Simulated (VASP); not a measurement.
Input of a VASP 6.6.1 run:

The input INCAR:

```
  PREC = Accurate
  ENCUT = 520
  EDIFF = 1E-6
  ISMEAR = -1
  SIGMA = 0.05
  LREAL = False
  LASPH = True
  NELM = 100
  ALGO = Normal
  ISIF = 2
  LWAVE = False
  LCHARG = True
  GGA = PS
  LELF = True
  LVHAR = True
  NBANDS = 16
```

KPOINTS

```
Automatic mesh
0
Gamma
  8 8 8
```

The input POSCAR:

```
GaAs
1.0
    0.0000000000      2.8078772807      2.8078772807
    2.8078772807      0.0000000000      2.8078772807
    2.8078772807      2.8078772807      0.0000000000
As Ga
1 1
Direct
    0.7500000000      0.7500000000      0.7500000000
    0.0000000000      0.0000000000      0.0000000000
```

Potentials or basis: VASP PAW PBE potentials, release 64 (As, Ga_d).

Command:

```bash
$ cat potpaw_PBE.64/As/POTCAR potpaw_PBE.64/Ga_d/POTCAR > POTCAR
$ mpirun -np 1 vasp_std > vasp.out
```

Task: What does it give for the pressure?

Result: 1.8 GPa.

Task: What does it give for the band gap on the k mesh?

Result: 0.61 eV, direct.

Caveat: the PAW data sets were made with another functional, which shifts forces and pressure a little. A k mesh can miss the band edges.
